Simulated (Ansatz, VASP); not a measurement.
**Two plane-wave programs on SiC**

File POSCAR:

```
SiC
1.0
    0.0000000000      2.0890590577      2.0890590577
    2.0890590577      0.0000000000      2.0890590577
    2.0890590577      2.0890590577      0.0000000000
Si C
1 1
Direct
    0.0000000000      0.0000000000      0.0000000000
    0.2500000000      0.2500000000      0.2500000000
```

Contents of INCAR.step1:

```
PREC     = Accurate       # precision mode
ENCUT    = 660            # plane-wave cutoff, eV
ISMEAR   = 0              # smearing method
SIGMA    = 0.01           # smearing width, eV
LREAL    = F              # projectors in reciprocal space
LASPH    = T              # aspherical terms in the spheres
NELM     = 120            # most SCF steps
NBANDS   = 11             # bands
GGA      = PE             # functional
ALGO     = Normal         # electronic algorithm
EDIFF    = 1E-5           # SCF threshold, eV
LWAVE    = T              # write WAVECAR
LCHARG   = F              # write CHGCAR
GGA_COMPAT= F
```

The input INCAR.step2:

```
PREC     = Accurate       # precision mode
ENCUT    = 660            # plane-wave cutoff, eV
EDIFF    = 1E-6           # SCF threshold, eV
ISMEAR   = 0              # smearing method
SIGMA    = 0.01           # smearing width, eV
LREAL    = F              # projectors in reciprocal space
LASPH    = T              # aspherical terms in the spheres
NELM     = 120            # most SCF steps
ALGO     = Normal         # electronic algorithm
ISIF     = 2              # what is computed and relaxed
LWAVE    = F              # write WAVECAR
LCHARG   = F              # write CHGCAR
METAGGA  = R2SCAN         # meta-GGA
LMIXTAU  = T            
NBANDS   = 11             # bands
ISTART   = 1            
GGA_COMPAT= F
```

Contents of KPOINTS:

```
regular mesh
0
Gamma
  10 10 10
```

Input for Ansatz:

```yaml
crystal:
  lattice:
    - [0.0, 2.0890590577, 2.0890590577]
    - [2.0890590577, 0.0, 2.0890590577]
    - [2.0890590577, 2.0890590577, 0.0]
  atoms:
    - { symbol: Si, position: [0.0, 0.0, 0.0] }
    - { symbol: C, position: [0.25, 0.25, 0.25] }
scf:
  occupations: { method: fixed }
output:
  forces: true
  stress: true
  eigenvalues: true
hamiltonian:
  xc: r2scan
basis:
  ecutwfc: 560
kpoints:
  mp_grid: { grid: [10, 10, 10] }
```

Alike in both runs: task single point; functional r2SCAN; k mesh 10 × 10 × 10; no spin polarisation.

|  | VASP | Ansatz |
| --- | --- | --- |
| version | VASP 6.6.1 | Ansatz 0.2.0 |
| potentials or method | VASP PAW PBE potentials, release 64 (Si, C), cutoff 660 eV | scalar-relativistic, plane waves, PAW |
| occupations | gaussian, width 0.01 eV | fixed |
| valence electrons in the cell | 8 | 8 |

Ansatz gave:

* gap on the k mesh at the Fermi level (eV): 1.62
* least direct gap on the mesh (eV): 5.19

Which values does VASP return?

gap on the k mesh at the Fermi level (eV): 1.63; least direct gap on the mesh (eV): 5.21.

VASP's potentials were made for PBE, not for r2SCAN.
